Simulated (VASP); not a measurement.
# Li4NbO4 (Cm) in VASP: notebook

The runs below take Li4NbO4 through single point, with PBEsol.

All numbers are computed with VASP 6.6.1; they aren't measurements. Logs are shortened: lines on timing, memory, paths and dates and some standing lists are left out, and cuts for length are marked.

## Step 1: The cell of the first run

Symmetry: Cm, No. 8, monoclinic system. Conventional cell: a = 10.782 Å, b = 3.260 Å, c = 7.624 Å, α = 90.00°, β = 135.00°, γ = 90.00°. Within 1.9 Å of Li (site symmetry m) lie 1 O at 1.34 Å and 2 Li at 1.86 Å. Li (site symmetry m) has 4 O at 1.92 to 2.04 Å and 2 Li at 2.51 Å within 2.6 Å. Within 2.6 Å of Li (site symmetry m) lie 4 O at 1.92 to 2.04 Å and 2 Li at 2.51 Å. Within 2.5 Å of Li (site symmetry m) lie 2 Li at 1.86 Å and 4 O at 1.92 to 2.04 Å. Within 2.6 Å of Nb (site symmetry m) lie 4 O at 1.94 Å. O (site symmetry m) has 4 Li at 1.92 to 2.04 Å and 1 Nb at 1.94 Å within 2.5 Å. Within 2.6 Å of O (site symmetry m) lie 1 Nb at 1.94 Å and 4 Li at 1.94 to 2.06 Å. Within 1.8 Å of O (site symmetry m) lie 1 Li at 1.34 Å.

## Step 2: Single point, PBEsol (atom 1 (Li) moved by +0.810 Å along [1 0 0] and +0.608 Å along [0 1 0])

INCAR reads:

```
PREC = Accurate
ENCUT = 520
EDIFF = 1E-6
ISMEAR = 0
SIGMA = 0.05
LREAL = False
LASPH = True
NELM = 100
ALGO = Normal
ISIF = 2
LWAVE = False
LCHARG = True
GGA = PS
LELF = True
LVHAR = True
NBANDS = 34
```

KPOINTS reads:

```
Automatic mesh
0
Gamma
  10 10 10
```

POSCAR reads:

```
Li4NbO4
1.0
   -3.8119495391      3.8119495391      1.6301049253
    3.8119495391     -3.8119495391      1.6301049253
    3.8119495391      3.8119495391     -1.6301049253
Li Nb O
4 1 4
Direct
    0.2544713486      0.2635728702      0.5180442187
    0.8426719780      0.3341549847      0.1768269627
    0.1573280220      0.6658450153      0.8231730373
    0.6658450153      0.8426719780      0.5085169933
    0.0000000000      0.0000000000      0.0000000000
    0.7589255465      0.0797104317      0.8386359782
    0.9202895683      0.7589255465      0.6792151148
    0.0797104317      0.2410744535      0.3207848852
    0.2410744535      0.9202895683      0.1613640218
```

Potentials or basis: VASP PAW PBE potentials, release 64 (Li_sv, Nb_sv, O).

On the command line:

```bash
$ cat potpaw_PBE.64/Li_sv/POTCAR potpaw_PBE.64/Nb_sv/POTCAR potpaw_PBE.64/O/POTCAR > POTCAR
$ mpirun -np 1 vasp_std > vasp.out
```

OUTCAR:

```text
PREC = Accurate
   ENCUT = 520
   EDIFF = 1E-6
   ISMEAR = 0
   LREAL = False
   LASPH = True
   NELM = 100
   ISIF = 2
   GGA = PS

 ion  position               nearest neighbor table
   1  0.254  0.264  0.518-   8 1.34   4 1.86   4 1.86   7 2.06   7 2.06   5 2.79
   2  0.843  0.334  0.177-   9 1.92   9 1.92   8 1.94   6 2.04   3 2.51   3 2.51   5 2.82
   3  0.157  0.666  0.823-   6 1.92   6 1.92   7 1.94   9 2.04   2 2.51   2 2.51   5 2.82
   4  0.666  0.843  0.509-   1 1.86   1 1.86   8 1.92   8 1.92   6 1.94   7 2.04   5 2.82
   5  0.000  0.000  0.000-   7 1.94   8 1.94   6 1.94   9 1.94   1 2.79   3 2.82   4 2.82   2 2.82

   6  0.759  0.080  0.839-   3 1.92   3 1.92   5 1.94   4 1.94   2 2.04
   7  0.920  0.759  0.679-   5 1.94   3 1.94   4 2.04   1 2.06   1 2.06
   8  0.080  0.241  0.321-   1 1.34   4 1.92   4 1.92   5 1.94   2 1.94
   9  0.241  0.920  0.161-   2 1.92   2 1.92   5 1.94   3 2.04

  LATTYP: Found a body centered tetragonal cell.
 ALAT       =     7.6238990782
 C/A-ratio  =     0.4276302476

  Lattice vectors:

 A1 = (  -3.8119495391,   3.8119495391,   1.6301049253)
 A2 = (   3.8119495391,  -3.8119495391,   1.6301049253)
 A3 = (   3.8119495391,   3.8119495391,  -1.6301049253)

Analysis of symmetry for initial positions (statically):
=====================================================================
 Subroutine PRICEL returns:
 Original cell was already a primitive cell.

 Routine SETGRP: Setting up the symmetry group for a
 body centered tetragonal supercell.

 Subroutine GETGRP returns: Found  2 space group operations
 (whereof  2 operations were pure point group operations)
 out of a pool of 16 trial point group operations.

The static configuration has the point symmetry C_1h.

Analysis of symmetry for dynamics (positions and initial velocities):
=====================================================================
 Subroutine PRICEL returns:
 Original cell was already a primitive cell.

 Routine SETGRP: Setting up the symmetry group for a
 body centered tetragonal supercell.

 Subroutine GETGRP returns: Found  2 space group operations
 (whereof  2 operations were pure point group operations)
 out of a pool of 16 trial point group operations.

The dynamic configuration has the point symmetry C_1h.

 Subroutine INISYM returns: Found  2 space group operations
 (whereof  2 operations are pure point group operations),
 and found     1 'primitive' translations

----------------------------------------------------------------------------------------

                                     Primitive cell

  volume of cell :      94.7480

  direct lattice vectors                    reciprocal lattice vectors
    -3.811949539  3.811949539  1.630104925     0.000000000  0.131166479  0.306728722
     3.811949539 -3.811949539  1.630104925     0.131166479  0.000000000  0.306728722
     3.811949539  3.811949539 -1.630104925     0.131166479  0.131166479  0.000000000

  length of vectors
     5.631976620  5.631976620  5.631976620     0.333597293  0.333597293  0.185497414

  position of ions in fractional coordinates (direct lattice)
     0.254471349  0.263572870  0.518044219
     0.842671978  0.334154985  0.176826963
     0.157328022  0.665845015  0.823173037
     0.665845015  0.842671978  0.508516993
     0.000000000  0.000000000  0.000000000
     0.758925547  0.079710432  0.838635978
     0.920289568  0.758925547  0.679215115
     0.079710432  0.241074453  0.320784885
     0.241074453  0.920289568  0.161364022

  ion indices of the primitive-cell ions
   primitive index   ion index
                 1           1
                 2           2
                 3           3
                 4           4
                 5           5
                 6           6
                 7           7
                 8           8
                 9           9

----------------------------------------------------------------------------------------

 KPOINTS: Automatic mesh

Automatic generation of k-mesh.
 Grid dimensions read from file:
 generate k-points for:   10   10   10

 Generating k-lattice:

  Cartesian coordinates                     Fractional coordinates (reciprocal lattice)
     0.000000000  0.013116648  0.030672872     0.100000000  0.000000000  0.000000000
     0.013116648  0.000000000  0.030672872     0.000000000  0.100000000  0.000000000
     0.013116648  0.013116648  0.000000000     0.000000000  0.000000000  0.100000000

  Length of vectors
     0.033359729  0.033359729  0.018549741

  Shift w.r.t. Gamma in fractional coordinates (k-lattice)
     0.000000000  0.000000000  0.000000000

 Subroutine IBZKPT returns following result:
 ===========================================

 Found    282 irreducible k-points:

 Following reciprocal coordinates:
            Coordinates               Weight
  0.000000  0.000000  0.000000      1.000000
  0.100000  0.000000 -0.000000      4.000000
  0.100000  0.000000 -0.100000      4.000000
  0.200000  0.000000 -0.000000      4.000000
  0.200000  0.000000 -0.200000      4.000000
  0.300000 -0.000000  0.000000      4.000000
[... 16 lines left out ...]
  0.500000  0.000000 -0.400000      4.000000
 -0.100000 -0.400000  0.000000      4.000000
 [... further k-points ...]
   k-points           NKPTS =    282   k-points in BZ     NKDIM =    282   number of bands    NBANDS=     34
   number of dos      NEDOS =    301   number of ions     NIONS =      9
   total plane-waves  NPLWV =  74088
   dimension x,y,z NGX =    42 NGY =   42 NGZ =   42
   dimension x,y,z NGXF=    84 NGYF=   84 NGZF=   84
   ions per type =               4   1   4
   NGX,Y,Z   is equivalent  to a cutoff of  12.40, 12.40, 12.40 a.u.
   NGXF,Y,Z  is equivalent  to a cutoff of  24.80, 24.80, 24.80 a.u.
 SYSTEM =  unknown system
   PREC   = accura    normal or accurate (medium, high low for compatibility)
   ISTART =      0    job   : 0-new  1-cont  2-samecut
   ICHARG =      2    charge: 1-file 2-atom 10-const
   ISPIN  =      1    spin polarized calculation?
   LNONCOLLINEAR =      F non collinear calculations
   LSORBIT =      F    spin-orbit coupling
   LASPH  =      T    aspherical Exc in radial PAW
   ENCUT  =  520.0 eV  38.22 Ry    6.18 a.u.  10.47 10.47 10.47*2*pi/ulx,y,z
   NELM   =    100;   NELMIN=  2; NELMDL= -5     # of ELM steps
   EDIFF  = 0.1E-05   stopping-criterion for ELM
   LREAL  =      F    real-space projection
   EDIFFG = 0.1E-04   stopping-criterion for IOM
   NSW    =      0    number of steps for IOM
   IBRION =     -1    ionic relax: 0-MD 1-quasi-New 2-CG
   NFREE  =      0    steps in history (QN), initial steepest desc. (CG)
   ISIF   =      2    stress and relaxation
   ISYM   =      2    0-nonsym 1-usesym 2-fastsym
   POTIM  = 0.5000    time-step for ionic-motion
   TEBEG  =    0.0;   TEEND  =   0.0 temperature during run
   PSTRESS=    0.0 pullay stress
   NELECT =      49.0000    total number of electrons
   NUPDOWN=      -1.0000    fix difference up-down
   EMIN   =  10.00;   EMAX   =-10.00  energy-range for DOS
   EFERMI =   0.00;   METHOD = LEGACY
   ISMEAR =     0;   SIGMA  =   0.05  broadening in eV -4-tet -1-fermi 0-gaus
   EFERMI_NEDOS =   21; number of points for ismear=-14 and -15
   IALGO  =     38    algorithm
   IMIX   =      4    mixing-type and parameters
     AMIX     =   0.40;   BMIX     =  1.00
     AMIX_MAG =   1.60;   BMIX_MAG =  1.00
  volume/ion in A,a.u.               =      10.53        71.04
  Fermi-wavevector in a.u.,A,eV,Ry     =   1.314065  2.483223 23.494096  1.726767
  Thomas-Fermi vector in A             =   2.444344
   LORBIT       =      0    0 simple, 1 ext, 2 COOP (PROOUT), +10 PAW based schemes
   GGA     = PS    functional components
   LHFCALC =     F    Hartree Fock is set to
   AEXX    =    0.0000 exact exchange contribution
   IVDW    =     0    specifies the selected vdW correction
   LEPSILON=     F    determine dielectric tensor
   LRPA    =     F    only Hartree local field effects (RPA)
 non-spin polarized calculation
 Gauss-broadening in eV      SIGMA  =   0.05
  energy-cutoff  :      520.00
  volume of cell :       94.75
 maximum number of plane-waves:      2570
 NGX is ok and might be reduce to    42
   NGX = 21   NGY = 21   NGZ = 21

 number of electron      48.9999998 magnetization

 Free energy of the ion-electron system (eV)
  ---------------------------------------------------
  ext. energy  EPLUGINS =         0.00000000
  ---------------------------------------------------
  free energy    TOTEN  =       -55.97756150 eV

  energy without entropy =      -55.97756150  energy(sigma->0) =      -55.97756150

 E-fermi :   3.2763     XC(G=0):  -9.9300

 val. band max:        2.9752135546   @ k =  -0.1000  -0.1000   0.1000
 cond. band min:       4.2085902325   @ k =  -0.3000  -0.4000   0.3000
 fundamental gap:      1.2333766779
 Fermi energy:         3.2763118357

 k-point     1 :       0.0000    0.0000    0.0000
  band No.  band energies     occupation
      1     -51.9695      2.00000
      2     -41.2825      2.00000
      3     -40.3971      2.00000
      4     -39.7840      2.00000
      5     -39.6871      2.00000
      6     -28.3380      2.00000
[... 26 lines left out ...]
     33      11.7174      0.00000
     34      13.7146      0.00000

 k-point     2 :       0.1000    0.0000   -0.0000
  band No.  band energies     occupation
      1     -51.9675      2.00000
      2     -41.2715      2.00000
      3     -40.4082      2.00000
      4     -39.7826      2.00000
      5     -39.6874      2.00000
      6     -28.3352      2.00000
[... 26 lines left out ...]
     33      11.6370      0.00000
     34      13.4234      0.00000
[... 775 lines left out ...]
     33      12.2131      0.00000
     34      12.8368      0.00000

 k-point    24 :      -0.1000   -0.4000    0.0000
  band No.  band energies     occupation
      1     -51.9488      2.00000
      2     -41.1478      2.00000
      3     -40.5315      2.00000
      4     -39.7675      2.00000
      5     -39.6917      2.00000
      6     -28.3085      2.00000
[... 26 lines left out ...]
     33      12.3831      0.00000
     34      12.9069      0.00000

 [... further k-points ...]

------------------------ aborting loop because EDIFF is reached ----------------------------------------

  FORCE on cell =-STRESS in cart. coord.  units (eV):
  Direction    XX          YY          ZZ          XY          YZ          ZX
  --------------------------------------------------------------------------------------
  -------------------------------------------------------------------------------------
  Total        0.6639287     13.0986054      3.2270066      2.4041581      0.0000000      0.0000000
  in kB       11.2269601    221.4959578     54.5683222     40.6540453      0.0000000      0.0000000
  external PRESSURE =      95.7637467 kB  Pullay stress =       0.0000000 kB

 VOLUME and BASIS-vectors are now :
 -----------------------------------------------------------------------------
  energy-cutoff  :      520.00
  volume of cell :       94.75
      direct lattice vectors                 reciprocal lattice vectors
    -3.811949539  3.811949539  1.630104925     0.000000000  0.131166479  0.306728722
     3.811949539 -3.811949539  1.630104925     0.131166479  0.000000000  0.306728722
     3.811949539  3.811949539 -1.630104925     0.131166479  0.131166479  0.000000000

 POSITION                                       TOTAL-FORCE (eV/Angst)
 -----------------------------------------------------------------------------------
      2.00945      1.94006      0.00000        -0.378099     12.693787      0.000000
     -1.26439      2.61250      1.63010         0.452748     -0.152094      0.000000
      5.07634      1.19945      0.00000         0.164771     -0.371795     -0.000000
      2.61250      1.26439      1.63010         0.727756     -1.103606     -0.000000
      0.00000      0.00000      0.00000        -1.839890      1.317651      0.000000
      0.60770      5.78597      0.00000        -0.326241     -0.185941      0.000000
      1.97402      3.20425      1.63010         1.145960     -0.934244     -0.000000
      1.83793      0.60770      0.00000        -0.008051    -10.285513      0.000000
      3.20425     -1.97402      1.63010         0.061046     -0.978245      0.000000
 -----------------------------------------------------------------------------------
    total drift:                                0.000638      0.001071      0.000020

  FREE ENERGIE OF THE ION-ELECTRON SYSTEM (eV)
  ---------------------------------------------------
  free  energy   TOTEN  =       -55.9775615039 eV

  energy  without entropy=      -55.9775615039  energy(sigma->0) =      -55.97756150
```

Wall time 36 min (1 thread of Oxide Virtual Turin-like, shared host); peak memory 0.78 GiB.

Results:

```yaml
Free_energy: -55.9776 eV
Largest_force: 12.699 eV/Å
Band_gap_on_the_k_mesh: zero (an odd number of electrons rules out a gap without spin polarisation)
```

Forces on the atoms (eV/Å):
```
Li   -0.378  12.694   0.000
Li    0.453  -0.152   0.000
Li    0.165  -0.372   0.000
Li    0.728  -1.104   0.000
Nb   -1.840   1.318   0.000
O    -0.326  -0.186   0.000
O     1.146  -0.934   0.000
O    -0.008 -10.286   0.000
O     0.061  -0.978   0.000
```

Levels at points of the mesh, in eV from the Fermi level:
```tsv
k point	band 23	band 24	band 25	band 26	band 27	band 28
(0.00, 0.00, 0.00)	-1.85	-1.57	-1.35	2.93	3.08	3.45
(0.50, 0.00, 0.00)	-1.94	-1.51	1.84	2.03	3.59	4.43
(0.50, 0.00, 0.50)	-1.78	-1.55	1.81	2.07	3.60	4.43
(0.50, 0.50, 0.00)	-1.91	-1.76	-1.40	2.92	3.10	3.53
(0.00, 0.00, 0.50)	-1.87	-1.78	-1.49	3.01	3.08	3.41
(0.50, 0.50, 0.50)	-2.00	-1.82	-1.41	3.02	3.12	3.14
```

Caveat: the cell differs from its parent crystal (atom 1 (Li) moved by +0.810 Å along [1 0 0] and +0.608 Å along [0 1 0]); the cutoff is under 1.25 times the usual one of these potentials, so pressure, stress and relaxed cells hold a basis-set (Pulay) error; atoms lie so close that the PAW spheres overlap strongly, which falsifies energies and pressures; the PAW data sets were made with another functional, which shifts forces and pressure a little; an odd number of electrons without spin polarisation forces a metal; a magnetic or distorted state may lie lower.

## Step 3: Single point, PBEsol (atom 1 (Li) moved by +0.203 Å along [1 0 0] and -0.405 Å along [0 1 0])

INCAR reads:

```
  PREC = Accurate
  ENCUT = 520
  EDIFF = 1E-7
  ISMEAR = 0
  SIGMA = 0.05
  LREAL = F
  LASPH = T
  NELM = 80
  ALGO = Normal
  ISIF = 2
  LWAVE = F
  LCHARG = F
  GGA = PS
  NBANDS = 34
```

KPOINTS is that of step 2.

Edit POSCAR of step 2 so:

```diff
@@ -8,3 +8,3 @@
 Direct
-    0.2544713486      0.2635728702      0.5180442187
+    0.3872774088      0.1838892340      0.5711666428
     0.8426719780      0.3341549847      0.1768269627
```

Potentials or basis: VASP PAW PBE potentials, release 64 (Li_sv, Nb_sv, O).

On the command line:

```bash
$ cat potpaw_PBE.64/Li_sv/POTCAR potpaw_PBE.64/Nb_sv/POTCAR potpaw_PBE.64/O/POTCAR > POTCAR
$ mpirun -np 1 vasp_std > vasp.out
```

It took 25 min on 1 thread of AMD EPYC 9755, shared host; peak memory 0.76 GiB.

The run converged. Its results:

- Free energy: -58.8630 eV
- Largest force: 1.854 eV/Å
- Band gap on the k mesh: zero (an odd number of electrons rules out a gap without spin polarisation)

Forces on the atoms (eV/Å):
```
Li  -1.184 -1.166  0.000
Li   0.127  0.016  0.000
Li   0.004  0.334  0.000
Li  -0.278 -0.042  0.000
Nb   1.239  1.379  0.000
O   -0.009 -0.363  0.000
O    0.269  0.414  0.000
O   -0.166 -0.277  0.000
O   -0.003 -0.295  0.000
```

Levels at points of the mesh, in eV from the Fermi level:
```
           k point  band 22  band 23  band 24  band 25  band 26  band 27  band 28  band 29
(0.00, 0.00, 0.00)    -2.02    -1.81    -1.51    -1.49     2.91     3.01     3.33     4.30
(0.50, 0.00, 0.00)    -2.13    -1.93    -1.64     1.95     1.98     3.55     4.39     4.90
(0.50, 0.00, 0.50)    -2.00    -1.99    -1.65     1.93     2.01     3.54     4.38     4.89
(0.50, 0.50, 0.00)    -2.12    -1.97    -1.74    -1.61     2.91     3.03     3.36     4.86
(0.00, 0.00, 0.50)    -1.96    -1.95    -1.93    -1.54     2.90     3.02     3.42     4.86
(0.50, 0.50, 0.50)    -2.11    -2.05    -2.01    -1.30     2.89     2.93     3.04     4.98
```

Caveat: the cell differs from its parent crystal (atom 1 (Li) moved by +0.203 Å along [1 0 0] and -0.405 Å along [0 1 0]); the cutoff is under 1.25 times the usual one of these potentials, so pressure, stress and relaxed cells hold a basis-set (Pulay) error; the PAW data sets were made with another functional, which shifts forces and pressure a little; an odd number of electrons without spin polarisation forces a metal; a magnetic or distorted state may lie lower.

The gap in the log of VASP goes by the Fermi energy; the results here count the filled bands.